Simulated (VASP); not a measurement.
**HfC: single point with PBE**

The system is HfC.

```
Hf C
1.0
    -0.08719    2.32500    2.32500
     2.23781    0.00000    2.23781
     2.32500    2.32500   -0.08719
Hf C
1 1
Cartesian
  2.2378 2.3250 2.2378
  0.0000 0.0000 0.0000
```

This cell differs from its parent crystal: strain -0.0750 x Voigt [0, 0, 0, 0, 1, 0].

| Quantity | Value |
| --- | --- |
| Program | VASP 6.6.1 |
| Task | single point |
| Functional | PBE |
| Potentials or basis | VASP PAW PBE potentials, release 64 (Hf_pv, C) |
| Cutoff | 520 eV |
| k mesh | 18 × 18 × 18 |
| Occupations | gaussian, width 0.15 eV |
| Spin | no spin polarisation |
| Dipole correction | no |
| Further INCAR settings | ALGO = Normal; EDIFF = 1e-06; NBANDS = 14 |

The pressure is -0.1 GPa. The band gap on the k mesh is zero (band 7 reaches 6.94 eV, above the bottom of band 8 at 5.63 eV).

Stress tensor (GPa, compression positive):
```
 0.10  0.00 12.78
 0.00 -0.59  0.00
12.78  0.00  0.10
```

Levels at points of the mesh, in eV from the Fermi level:
```csv
k point,band 3,band 4,band 5,band 6,band 7,band 8,band 9,band 10,band 11,band 12
"(0.00, 0.00, 0.00)",-29.57,-12.35,0.74,0.85,0.94,1.19,1.25,1.92,3.42,3.43
"(0.50, 0.00, 0.00)",-29.64,-8.73,-6.24,-3.08,-2.46,4.36,5.51,5.92,6.75,10.95
"(0.00, 0.50, 0.00)",-29.69,-8.47,-6.11,-3.48,-2.95,5.11,5.19,6.36,6.55,11.44
"(0.50, 0.50, 0.00)",-29.83,-10.42,-2.63,-1.81,-0.13,-0.12,5.15,6.54,6.66,8.79
"(0.50, 0.00, 0.50)",-29.77,-10.46,-2.63,-1.84,-0.49,0.28,5.33,6.70,6.75,8.43
```

Run time: 60 s on 1 thread of Intel(R) Xeon(R) 6975P-C (Granite Rapids) (shared host), peak memory 0.41 GiB.

Caveat: the cell differs from its parent crystal (strain -0.0750 x Voigt [0, 0, 0, 0, 1, 0]); spin-orbit coupling is left out, which moves the levels of the heavy elements.
